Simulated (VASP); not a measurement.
# Ru (P6/mmm) in VASP: a series of runs

Ru is run at these levels: PBE; tasks: single point.

All numbers are computed with VASP 6.6.1; they aren't measurements. Logs are shortened: lines on timing, memory, paths and dates and some standing lists are left out, and cuts for length are marked.

## Step 1: The cell of the first run

The structure is hexagonal, space group P6/mmm (No. 191). The conventional cell has a = 4.300 Å, b = 4.300 Å, c = 2.659 Å, α = 90.00°, β = 90.00°, γ = 120.00°. Ru (site symmetry 6/mmm) has 14 Ru at 2.66 to 2.82 Å within 3.5 Å. Ru (site symmetry -6m2) has 11 Ru at 2.48 to 2.82 Å within 3.3 Å.

## Step 2: Single point, PBE

INCAR reads:

```
  PREC = Accurate
  ENCUT = 520
  EDIFF = 1E-7
  ISMEAR = 0
  SIGMA = 0.1
  LREAL = F
  LASPH = T
  NELM = 100
  ALGO = Normal
  ISIF = 2
  LWAVE = F
  LCHARG = F
  GGA = PE
  NBANDS = 28
```

KPOINTS reads:

```
regular mesh
0
Gamma
  6 6 6
```

POSCAR reads:

```
Ru
1.0
    4.3001243200      0.0000000000      0.0000000000
   -2.1500621600      3.7240169005      0.0000000000
    0.0000000000      0.0000000000      2.6593728439
Ru
3
Direct
    0.0000000000      0.0000000000      0.0000000000
    0.3333333333      0.6666666667      0.5000000000
    0.6666666667      0.3333333333      0.5000000000
```

Potentials or basis: VASP PAW PBE potentials, release 64 (Ru_pv).

On the command line:

```bash
> cat potpaw_PBE.64/Ru_pv/POTCAR > POTCAR
> mpirun -np 1 vasp_std > vasp.out
```

OUTCAR:

```text
PREC = Accurate
   ENCUT = 520
   EDIFF = 1E-7
   ISMEAR = 0
   LREAL = F
   LASPH = T
   NELM = 100
   ISIF = 2
   GGA = PE

 ion  position               nearest neighbor table
   1  0.000  0.000  0.000-   2 2.82   3 2.82   2 2.82   3 2.82   2 2.82   2 2.82   3 2.82   3 2.82
                             3 2.82   3 2.82   2 2.82   2 2.82
   2  0.333  0.667  0.500-   3 2.48   3 2.48   3 2.48   1 2.82   1 2.82   1 2.82   1 2.82   1 2.82
                             1 2.82
   3  0.667  0.333  0.500-   2 2.48   2 2.48   2 2.48   1 2.82   1 2.82   1 2.82   1 2.82   1 2.82
                             1 2.82

  LATTYP: Found a hexagonal cell.
 ALAT       =     4.3001243200
 C/A-ratio  =     0.6184409208

  Lattice vectors:

 A1 = (   4.3001243200,   0.0000000000,   0.0000000000)
 A2 = (  -2.1500621600,   3.7240169005,   0.0000000000)
 A3 = (   0.0000000000,   0.0000000000,   2.6593728439)

Analysis of symmetry for initial positions (statically):
=====================================================================
 Subroutine PRICEL returns:
 Original cell was already a primitive cell.

 Routine SETGRP: Setting up the symmetry group for a
 hexagonal supercell.

 Subroutine GETGRP returns: Found 24 space group operations
 (whereof 24 operations were pure point group operations)
 out of a pool of 24 trial point group operations.

The static configuration has the point symmetry D_6h.

Analysis of symmetry for dynamics (positions and initial velocities):
=====================================================================
 Subroutine PRICEL returns:
 Original cell was already a primitive cell.

 Routine SETGRP: Setting up the symmetry group for a
 hexagonal supercell.

 Subroutine GETGRP returns: Found 24 space group operations
 (whereof 24 operations were pure point group operations)
 out of a pool of 24 trial point group operations.

The dynamic configuration has the point symmetry D_6h.

 Subroutine INISYM returns: Found 24 space group operations
 (whereof 24 operations are pure point group operations),
 and found     1 'primitive' translations

----------------------------------------------------------------------------------------

                                     Primitive cell

  volume of cell :      42.5865

  direct lattice vectors                    reciprocal lattice vectors
     4.300124320  0.000000000  0.000000000     0.232551416  0.134263623  0.000000000
    -2.150062160  3.724016901  0.000000000     0.000000000  0.268527245  0.000000000
     0.000000000  0.000000000  2.659372844     0.000000000  0.000000000  0.376028507

  length of vectors
     4.300124320  4.300124320  2.659372844     0.268527245  0.268527245  0.376028507

  position of ions in fractional coordinates (direct lattice)
     0.000000000  0.000000000  0.000000000
     0.333333333  0.666666667  0.500000000
     0.666666667  0.333333333  0.500000000

  ion indices of the primitive-cell ions
   primitive index   ion index
                 1           1
                 2           2
                 3           3

----------------------------------------------------------------------------------------

 KPOINTS: regular mesh

Automatic generation of k-mesh.
 Grid dimensions read from file:
 generate k-points for:    6    6    6

 Generating k-lattice:

  Cartesian coordinates                     Fractional coordinates (reciprocal lattice)
     0.038758569  0.022377270  0.000000000     0.166666667  0.000000000  0.000000000
     0.000000000  0.044754541  0.000000000     0.000000000  0.166666667  0.000000000
     0.000000000  0.000000000  0.062671418     0.000000000  0.000000000  0.166666667

  Length of vectors
     0.044754541  0.044754541  0.062671418

  Shift w.r.t. Gamma in fractional coordinates (k-lattice)
     0.000000000  0.000000000  0.000000000

 Subroutine IBZKPT returns following result:
 ===========================================

 Found     28 irreducible k-points:

 Following reciprocal coordinates:
            Coordinates               Weight
  0.000000  0.000000  0.000000      1.000000
  0.166667  0.000000  0.000000      6.000000
  0.333333  0.000000  0.000000      6.000000
  0.500000  0.000000  0.000000      3.000000
  0.166667  0.166667  0.000000      6.000000
  0.333333  0.166667  0.000000     12.000000
[... 16 lines left out ...]
  0.166667  0.000000  0.500000      6.000000
  0.333333  0.000000  0.500000      6.000000
 [... further k-points ...]
   k-points           NKPTS =     28   k-points in BZ     NKDIM =     28   number of bands    NBANDS=     28
   number of dos      NEDOS =    301   number of ions     NIONS =      3
   total plane-waves  NPLWV =  20480
   dimension x,y,z NGX =    32 NGY =   32 NGZ =   20
   dimension x,y,z NGXF=    64 NGYF=   64 NGZF=   40
   ions per type =               3
   NGX,Y,Z   is equivalent  to a cutoff of  12.37, 12.37, 12.50 a.u.
   NGXF,Y,Z  is equivalent  to a cutoff of  24.74, 24.74, 25.01 a.u.
 SYSTEM =  unknown system
   PREC   = accura    normal or accurate (medium, high low for compatibility)
   ISTART =      0    job   : 0-new  1-cont  2-samecut
   ICHARG =      2    charge: 1-file 2-atom 10-const
   ISPIN  =      1    spin polarized calculation?
   LNONCOLLINEAR =      F non collinear calculations
   LSORBIT =      F    spin-orbit coupling
   LASPH  =      T    aspherical Exc in radial PAW
   ENCUT  =  520.0 eV  38.22 Ry    6.18 a.u.   8.00  8.00  4.94*2*pi/ulx,y,z
   NELM   =    100;   NELMIN=  2; NELMDL= -5     # of ELM steps
   EDIFF  = 0.1E-06   stopping-criterion for ELM
   LREAL  =      F    real-space projection
   EDIFFG = 0.1E-05   stopping-criterion for IOM
   NSW    =      0    number of steps for IOM
   IBRION =     -1    ionic relax: 0-MD 1-quasi-New 2-CG
   NFREE  =      0    steps in history (QN), initial steepest desc. (CG)
   ISIF   =      2    stress and relaxation
   ISYM   =      2    0-nonsym 1-usesym 2-fastsym
   POTIM  = 0.5000    time-step for ionic-motion
   TEBEG  =    0.0;   TEEND  =   0.0 temperature during run
   PSTRESS=    0.0 pullay stress
   NELECT =      42.0000    total number of electrons
   NUPDOWN=      -1.0000    fix difference up-down
   EMIN   =  10.00;   EMAX   =-10.00  energy-range for DOS
   EFERMI =   0.00;   METHOD = LEGACY
   ISMEAR =     0;   SIGMA  =   0.10  broadening in eV -4-tet -1-fermi 0-gaus
   EFERMI_NEDOS =   21; number of points for ismear=-14 and -15
   IALGO  =     38    algorithm
   IMIX   =      4    mixing-type and parameters
     AMIX     =   0.40;   BMIX     =  1.00
     AMIX_MAG =   1.60;   BMIX_MAG =  1.00
  volume/ion in A,a.u.               =      14.20        95.80
  Fermi-wavevector in a.u.,A,eV,Ry     =   1.629549  3.079400 36.129297  2.655428
  Thomas-Fermi vector in A             =   2.721996
   LORBIT       =      0    0 simple, 1 ext, 2 COOP (PROOUT), +10 PAW based schemes
   GGA     = PE    functional components
   LHFCALC =     F    Hartree Fock is set to
   AEXX    =    0.0000 exact exchange contribution
   IVDW    =     0    specifies the selected vdW correction
   LEPSILON=     F    determine dielectric tensor
   LRPA    =     F    only Hartree local field effects (RPA)
 non-spin polarized calculation
 Gauss-broadening in eV      SIGMA  =   0.10
  energy-cutoff  :      520.00
  volume of cell :       42.59
 maximum number of plane-waves:      1164
 NGX is ok and might be reduce to    32
   NGX = 15   NGY = 15   NGZ =  9

 number of electron      41.9999995 magnetization

 Free energy of the ion-electron system (eV)
  ---------------------------------------------------
  ext. energy  EPLUGINS =         0.00000000
  ---------------------------------------------------
  free energy    TOTEN  =       -26.83882850 eV

  energy without entropy =      -26.81333090  energy(sigma->0) =      -26.82607970

 E-fermi :  12.2436     XC(G=0): -13.8284

 val. band max:       12.2419070268   @ k =   0.1667   0.0000   0.3333
 cond. band min:      12.2532504383   @ k =   0.3333   0.0000   0.0000
 fundamental gap:      0.0113434115
 Fermi energy:        12.2436185221

 k-point     1 :       0.0000    0.0000    0.0000
  band No.  band energies     occupation
      1     -31.2889      2.00000
      2     -31.2889      2.00000
      3     -30.9287      2.00000
      4     -30.9287      2.00000
      5     -30.6779      2.00000
      6     -30.4477      2.00000
[... 20 lines left out ...]
     27      21.2896      0.00000
     28      21.3619      0.00000

 k-point     2 :       0.1667    0.0000    0.0000
  band No.  band energies     occupation
      1     -31.3465      2.00000
      2     -31.2921      2.00000
      3     -30.8553      2.00000
      4     -30.8397      2.00000
      5     -30.6599      2.00000
      6     -30.4780      2.00000
[... 20 lines left out ...]
     27      18.6323      0.00000
     28      21.8084      0.00000

 k-point     3 :       0.3333    0.0000    0.0000
  band No.  band energies     occupation
      1     -31.4293      2.00000
      2     -31.2233      2.00000
      3     -30.7301      2.00000
      4     -30.7255      2.00000
      5     -30.6666      2.00000
      6     -30.6121      2.00000
[... 20 lines left out ...]
     27      16.0730      0.00000
     28      22.0827      0.00000

 k-point     4 :       0.5000    0.0000    0.0000
  band No.  band energies     occupation
      1     -31.4626      2.00000
      2     -31.1082      2.00000
      3     -30.8884      2.00000
      4     -30.6627      2.00000
      5     -30.6215      2.00000
      6     -30.5574      2.00000
[... 578 lines left out ...]
     27      21.7955      0.00000
     28      22.5971      0.00000

 k-point    23 :       0.1667    0.0000    0.5000
  band No.  band energies     occupation
      1     -31.2380      2.00000
      2     -31.2313      2.00000
      3     -31.2027      2.00000
      4     -31.1001      2.00000
      5     -31.0258      2.00000
      6     -30.7156      2.00000
[... 20 lines left out ...]
     27      21.4349      0.00000
     28      22.3440      0.00000

 k-point    24 :       0.3333    0.0000    0.5000
  band No.  band energies     occupation
      1     -31.2619      2.00000
      2     -31.2586      2.00000
      3     -31.2466      2.00000
      4     -31.0623      2.00000
      5     -30.9710      2.00000
      6     -30.7161      2.00000
[... 20 lines left out ...]
     27      20.4973      0.00000
     28      21.4162      0.00000

 [... further k-points ...]

------------------------ aborting loop because EDIFF is reached ----------------------------------------

  FORCE on cell =-STRESS in cart. coord.  units (eV):
  Direction    XX          YY          ZZ          XY          YZ          ZX
  --------------------------------------------------------------------------------------
  -------------------------------------------------------------------------------------
  Total       -0.9793840     -0.9793840      0.5961072      0.0000000      0.0000000      0.0000000
  in kB      -36.8461138    -36.8461138     22.4265814      0.0000000      0.0000000      0.0000000
  external PRESSURE =     -17.0885488 kB  Pullay stress =       0.0000000 kB

 VOLUME and BASIS-vectors are now :
 -----------------------------------------------------------------------------
  energy-cutoff  :      520.00
  volume of cell :       42.59
      direct lattice vectors                 reciprocal lattice vectors
     4.300124320  0.000000000  0.000000000     0.232551416  0.134263623  0.000000000
    -2.150062160  3.724016901  0.000000000     0.000000000  0.268527245  0.000000000
     0.000000000  0.000000000  2.659372844     0.000000000  0.000000000  0.376028507

 POSITION                                       TOTAL-FORCE (eV/Angst)
 -----------------------------------------------------------------------------------
      0.00000      0.00000      0.00000        -0.000000      0.000000      0.000000
     -0.00000      2.48268      1.32969        -0.000000      0.000000      0.000000
      2.15006      1.24134      1.32969         0.000000      0.000000     -0.000000
 -----------------------------------------------------------------------------------
    total drift:                               -0.000000      0.000000      0.000000

  FREE ENERGIE OF THE ION-ELECTRON SYSTEM (eV)
  ---------------------------------------------------
  free  energy   TOTEN  =       -26.8388285040 eV

  energy  without entropy=      -26.8133308970  energy(sigma->0) =      -26.82607970
```

Wall time 17 s (1 thread of Intel Xeon Platinum 8488C (Sapphire Rapids), shared host); peak memory 0.16 GiB.

Results:

| Quantity | Value |
| --- | --- |
| Free energy | -26.8388 eV |
| Pressure | -1.7 GPa |
| Band gap on the k mesh | zero (band 21 reaches 13.34 eV, above the bottom of band 22 at 11.05 eV) |

Caveat: the k points lie up to 0.39 Å⁻¹ apart.

## Step 3: Single point, PBE

This run uses another cell than the first one, of 14.11 Å³/atom, 0.994 times its volume.

INCAR reads:

```
  PREC = Accurate
  ENCUT = 520
  EDIFF = 1E-6
  ISMEAR = 0
  SIGMA = 0.1
  LREAL = False
  LASPH = True
  NELM = 100
  ALGO = Normal
  ISIF = 2
  LWAVE = False
  LCHARG = False
  GGA = PE
  NBANDS = 28
```

KPOINTS reads:

```
regular mesh
0
Gamma
  12 12 16
```

POSCAR reads:

```
Ru
1.0
    4.2671661761      0.0000000000      0.0000000000
   -2.1335830880      3.6954743107      0.0000000000
    0.0000000000      0.0000000000      2.6838524263
Ru
3
Direct
    0.0000000000      0.0000000000      0.0000000000
    0.3333333333      0.6666666667      0.5000000000
    0.6666666667      0.3333333333      0.5000000000
```

Potentials or basis: VASP PAW PBE potentials, release 64 (Ru_pv).

On the command line:

```bash
> cat potpaw_PBE.64/Ru_pv/POTCAR > POTCAR
> mpirun -np 1 vasp_std > vasp.out
```

OUTCAR:

```text
PREC = Accurate
   ENCUT = 520
   EDIFF = 1E-6
   ISMEAR = 0
   LREAL = False
   LASPH = True
   NELM = 100
   ISIF = 2
   GGA = PE

 ion  position               nearest neighbor table
   1  0.000  0.000  0.000-   2 2.81   3 2.81   2 2.81   3 2.81   2 2.81   2 2.81   3 2.81   3 2.81
                             3 2.81   3 2.81   2 2.81   2 2.81
   2  0.333  0.667  0.500-   3 2.46   3 2.46   3 2.46   1 2.81   1 2.81   1 2.81   1 2.81   1 2.81
                             1 2.81
   3  0.667  0.333  0.500-   2 2.46   2 2.46   2 2.46   1 2.81   1 2.81   1 2.81   1 2.81   1 2.81
                             1 2.81

  LATTYP: Found a hexagonal cell.
[... 943 lines left out ...]
  --------------------------------------------------------------------------------------
  -------------------------------------------------------------------------------------
  Total        0.0166021      0.0166021     -0.0063192      0.0000000     -0.0000000     -0.0000000
  in kB        0.6285002      0.6285002     -0.2392228      0.0000000     -0.0000000     -0.0000000
  external PRESSURE =       0.3392592 kB  Pullay stress =       0.0000000 kB

 VOLUME and BASIS-vectors are now :
 -----------------------------------------------------------------------------
  energy-cutoff  :      520.00
  volume of cell :       42.32
      direct lattice vectors                 reciprocal lattice vectors
     4.267166176  0.000000000  0.000000000     0.234347564  0.135300629  0.000000000
    -2.133583088  3.695474311  0.000000000     0.000000000  0.270601259  0.000000000
     0.000000000  0.000000000  2.683852426     0.000000000  0.000000000  0.372598728

 POSITION                                       TOTAL-FORCE (eV/Angst)
 -----------------------------------------------------------------------------------
      0.00000      0.00000      0.00000         0.000000      0.000000      0.000000
     -0.00000      2.46365      1.34193         0.000000     -0.000000      0.000000
      2.13358      1.23182      1.34193        -0.000000      0.000000     -0.000000
 -----------------------------------------------------------------------------------
    total drift:                               -0.000000      0.000000      0.000000

  FREE ENERGIE OF THE ION-ELECTRON SYSTEM (eV)
  ---------------------------------------------------
  free  energy   TOTEN  =       -26.9332265655 eV

  energy  without entropy=      -26.9134601871  energy(sigma->0) =      -26.92334338
```

Run time: 80 s. Hardware: 1 thread of Intel Xeon Platinum 8488C (Sapphire Rapids), shared host; peak memory 0.26 GiB.

Results:

- Free energy: -26.9332 eV
- Pressure: 0.0 GPa
- Band gap on the k mesh: zero (band 21 reaches 13.45 eV, above the bottom of band 22 at 11.03 eV)

Levels at points of the mesh, in eV from the Fermi level:
```csv
k point,band 19,band 20,band 21,band 22,band 23,band 24
"(0.00, 0.00, 0.00)",-2.08,-1.41,-1.41,-1.31,-1.31,1.62
"(0.50, 0.00, 0.00)",-1.16,-1.08,0.38,0.76,0.79,0.81
"(0.00, 0.00, 0.50)",-1.91,0.64,0.64,1.31,1.31,2.37
"(0.50, 0.00, 0.50)",-0.75,-0.51,0.30,0.93,1.24,2.06
```
